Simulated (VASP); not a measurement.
Wanted: the native input for a VASP 6.6.1 run.

| Property | Result |
| --- | --- |
| Task | relaxation of cell and atoms |
| Functional | PBE |
| Potentials or basis | VASP PAW PBE potentials, release 64 (Ge_d, Br) |
| Cutoff | 600 eV |
| k mesh | 6 × 6 × 2 |
| Occupations | gaussian, width 0.1 eV |
| Spin | no spin polarisation |
| Dipole correction | no |
| Further INCAR settings | ALGO = Normal; EDIFF = 1e-06; IBRION = 2; EDIFFG = -0.04; NSW = 90; ISIF = 3 |

The structure of GeBr lies in POSCAR:

```
GeBr
1.0
    4.8516221300      0.0000000000      0.0000000000
   -2.4258110600      4.2016280100      0.0000000000
    0.0000000000      0.0000000000      7.9934823000
Ge Br
2 2
Direct
    0.0000000000      0.0000000000      0.0000000000
    0.0000000000      0.0000000000      0.5000000000
    0.3333333300      0.6666666700      0.7500000000
    0.6666666700      0.3333333300      0.2500000000
```

The input as run:

INCAR

```
  ALGO = Normal
  EDIFF = 1E-6
  EDIFFG = -0.04
  ENCUT = 600
  GGA = PE
  IBRION = 2
  ISIF = 3
  ISMEAR = 0
  LASPH = T
  LCHARG = F
  LREAL = F
  LWAVE = F
  NELM = 100
  NSW = 90
  PREC = Accurate
  SIGMA = 0.1
```

KPOINTS

```
k-points
0
Gamma
  6 6 2
```

Potentials or basis: VASP PAW PBE potentials, release 64 (Ge_d, Br).

Command:

```console
$ cat potpaw_PBE.64/Ge_d/POTCAR potpaw_PBE.64/Br/POTCAR > POTCAR
$ mpirun -np 1 vasp_std > vasp.out
```

It gave:

The relaxed volume is 28.15 Å³/atom, the relaxed cell is a = 5.090 Å, b = 5.090 Å, c = 5.019 Å, α = 90.00°, β = 90.00°, γ = 120.00° and the space group after relaxing (to 0.1 Å) is P6_3/mmc (No. 194). The energy gained by relaxing is 546.1 meV/atom, the ionic steps are 16 and the pressure after relaxing is 0.0 GPa. The band gap on the k mesh is zero (bands 21 and 22 overlap by 1.47 eV).

Caveat: the k points lie up to 0.63 Å⁻¹ apart in the final cell, too coarse for converged energies and pressures of a metal; the volume moved by over 15 % at a fixed basis, so the end points are rough.

Run time: 13 min on 1 thread of Intel(R) Xeon(R) Platinum 8488C (Sapphire Rapids), on a shared host, peak memory 0.36 GiB.
